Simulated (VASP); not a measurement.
Set up this calculation in VASP 6.6.1, as the native input.

- Task: single point
- Functional: PBE
- Dispersion: D4
- Potentials or basis: VASP PAW PBE potentials, release 64 (Cu, N)
- Cutoff: 600 eV
- k mesh: 6 × 6 × 6
- Occupations: fermi-dirac, width 0.05 eV
- Spin: no spin polarisation
- Dipole correction: no
- Further INCAR settings: ALGO = Normal; EDIFF = 1e-06; NBANDS = 27

The structure of Cu3N lies in POSCAR:

```
Cu3N
1.0
    3.7856402584      0.0000000000      0.0000000000
    0.0000000000      3.7856402584      0.0000000000
    0.0000000000      0.0000000000      3.7856402584
Cu N
3 1
Direct
    0.5000000000      0.0000000000      0.0000000000
    0.0000000000      0.5000000000      0.0000000000
    0.0000000000      0.0000000000      0.5000000000
    0.0000000000      0.0000000000      0.0000000000
```

These files were run (other wordings do the same):

INCAR

```
ALGO = Normal ; EDIFF = 1E-6
ENCUT = 600 ; GGA = PE
GGA_COMPAT = F ; ISIF = 2
ISMEAR = -1 ; IVDW = 13
LASPH = T ; LCHARG = T
LELF = T ; LREAL = F
LVHAR = T ; LWAVE = F
NBANDS = 27 ; NELM = 120
PREC = Accurate ; SIGMA = 0.05
```

KPOINTS

```
k-points
0
Gamma
  6 6 6
```

Potentials or basis: VASP PAW PBE potentials, release 64 (Cu, N).

Run with:

```sh
$ cat potpaw_PBE.64/Cu/POTCAR potpaw_PBE.64/N/POTCAR > POTCAR
$ mpirun -np 1 vasp_std > vasp.out
```

It gave:

```
Pressure                   : 0.8 GPa
Band gap on the k mesh     : 0.13 eV (least direct gap 0.69 eV)
Dispersion energy per atom : -0.366 eV
```

Caveat: semilocal functionals underestimate gaps, and a narrow one can read as zero.

It took 16 s on 1 thread of Intel(R) Xeon(R) 6975P-C (Granite Rapids) (shared host), peak memory 0.18 GiB.
